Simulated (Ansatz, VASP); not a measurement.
HfRu in VASP and in Ansatz

INCAR

```
SYSTEM = HfRu
PREC     = Accurate       ! precision mode
ENCUT    = 600            ! plane-wave cutoff, eV
EDIFF    = 1E-6           ! SCF threshold, eV
ISMEAR   = -1             ! smearing method
SIGMA    = 0.1            ! smearing width, eV
LREAL    = .FALSE.        ! projectors in reciprocal space
LASPH    = .TRUE.         ! aspherical terms in the spheres
NELM     = 60             ! most SCF steps
ALGO     = Normal         ! electronic algorithm
ISIF     = 3              ! what is computed and relaxed
LWAVE    = .FALSE.        ! write WAVECAR
LCHARG   = .FALSE.        ! write CHGCAR
IBRION   = 2              ! ionic algorithm
NSW      = 100            ! ionic steps
EDIFFG   = -0.002         ! ionic threshold
```

KPOINTS

```
Automatic mesh
0
G
  12 12 12
  0 0 0
```

The input POSCAR:

```
HfRu
1.0
    3.2330000000      0.0000000000      0.0000000000
    0.0000000000      3.2330000000      0.0000000000
    0.0000000000      0.0000000000      3.2330000000
Hf Ru
1 1
Direct
    0.0000000000      0.0000000000      0.0000000000
    0.5000000000      0.5000000000      0.5000000000
```

Input for Ansatz:

```yaml
crystal:
  lattice:
    - [3.233, 0.0, 0.0]
    - [0.0, 3.233, 0.0]
    - [0.0, 0.0, 3.233]
  atoms:
    - { symbol: Hf, position: [0.0, 0.0, 0.0] }
    - { symbol: Ru, position: [0.5, 0.5, 0.5] }
kpoints:
  mp_grid: { grid: [12, 12, 12] }
scf:
  occupations: { method: fermi_dirac, width: 0.1 }
hamiltonian:
  xc: lda
  pseudopotentials: { kind: paw }
relax:
  f_tol: 0.002
  max_steps: 80
  cell: {}
output:
  forces: true
  stress: true
  write_density: true
  write_potential: true
  elf: true
  volumetric_format: npy
```

Alike in both runs: task relaxation of cell and atoms; functional LDA; k mesh 12 × 12 × 12; occupations fermi-dirac, width 0.1 eV; no spin polarisation.

```csv
,VASP,Ansatz
version,VASP 6.6.1,Ansatz 0.2.0
potentials or method,"VASP PAW LDA potentials, release 64 (Hf_pv, Ru_pv)","PAW with Ansatz's default frozen-core files, scalar-relativistic"
plane-wave cutoff (eV),600,420
valence electrons in the cell,24,42
```

```csv
,VASP,Ansatz,Ansatz less VASP
relaxed volume (Å³/atom),16.09,16.11,+0.025
relaxed cell length with the largest relative difference (Å),3.180,3.182,+0.0016
```

LDA's correlation is that of Perdew and Zunger in VASP and of Perdew and Wang (1992) in Ansatz. VASP's potentials hold 24 valence electrons a cell and Ansatz's 42, so a difference there can come from the potentials and not from the codes.

Spin-orbit coupling is off throughout.
